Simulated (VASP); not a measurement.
Here is a VASP 6.6.1 calculation.

File INCAR:

```
ALGO = Normal ; EDIFF = 1E-7
EDIFFG = -0.005 ; ENCUT = 600
GGA = PE ; IBRION = 2
ISIF = 3 ; ISMEAR = -1
ISPIN = 2 ; LASPH = T
LCHARG = F ; LMAXMIX = 4
LORBIT = 11 ; LREAL = F
LWAVE = F ; MAGMOM = 4 0
NELM = 150 ; NSW = 80
PREC = Accurate ; PSTRESS = 20.0
SIGMA = 0.05
```

Contents of KPOINTS:

```
k-points
0
Gamma
  7 7 7
```

POSCAR

```
MnS
1.0
    0.0000000000      2.6045000000      2.6045000000
    2.6045000000      0.0000000000      2.6045000000
    2.6045000000      2.6045000000      0.0000000000
Mn S
1 1
Direct
    0.0000000000      0.0000000000      0.0000000000
    0.5000000000      0.5000000000      0.5000000000
```

Potentials or basis: VASP PAW PBE potentials, release 64 (Mn_pv, S).

Launch:

```console
$ cat potpaw_PBE.64/Mn_pv/POTCAR potpaw_PBE.64/S/POTCAR > POTCAR
$ mpirun -np 1 vasp_std > vasp.out
```

Problem. What does it give for the relaxed volume?

Solution. 16.27 Å³/atom.

Problem. Predict the relaxed cell.

Solution. a = 3.583 Å, b = 3.583 Å, c = 3.583 Å, α = 60.00°, β = 60.00°, γ = 60.00°.

The path:
| step | energy change (eV) | largest force (eV/Å) | pressure (GPa) | volume (Å³) |
| --- | --- | --- | --- | --- |
| 1 | 0.0000 | 0.0000 | -3.19 | 35.33 |
| 2 | -0.0128 | 0.0000 | 2.12 | 32.49 |
| 3 | -0.0134 | 0.0000 | 2.03 | 32.54 |

Caveat: the cell is relaxed towards a set pressure, so the run minimises the enthalpy, not the energy; a cell with one magnetic atom can't hold antiferromagnetic order, which such compounds often take.
